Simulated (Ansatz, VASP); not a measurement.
Two plane-wave programs on Sb

```
Sb
1.0
     2.97367    0.00000    0.00000
     0.00000    2.97367    0.00000
     0.00000    0.00000    3.56841
Sb
1
Direct
  0.00000 0.00000 0.00000
```

Alike in both runs: task single point; functional PBE; k mesh 16 × 16 × 16; occupations gaussian, width 0.15 eV; no spin polarisation.

```csv
,VASP,Ansatz
version,VASP 6.6.1,Ansatz 0.2.0
potentials or method,"VASP PAW PBE potentials, release 64 (Sb), cutoff 520 eV","scalar-relativistic, plane waves, PAW"
valence electrons in the cell,5,15
```

|  | VASP | Ansatz | Ansatz less VASP |
| --- | --- | --- | --- |
| gap on the k mesh at the Fermi level (eV) | none | none | - |
| pressure (GPa) | 0.6 | 0.6 | 0.00 |
| traceless stress, the component that is largest in VASP (GPa) | -8.42 | -8.40 | +0.020 |

A gap of «none» marks a metal or a gap that the smearing closes. With one functional, cell and mesh, what is left measures potentials, basis and numerics. VASP's potentials hold 5 valence electrons a cell and Ansatz's 15, so a difference there can come from the potentials and not from the codes.

Spin-orbit coupling is off throughout.
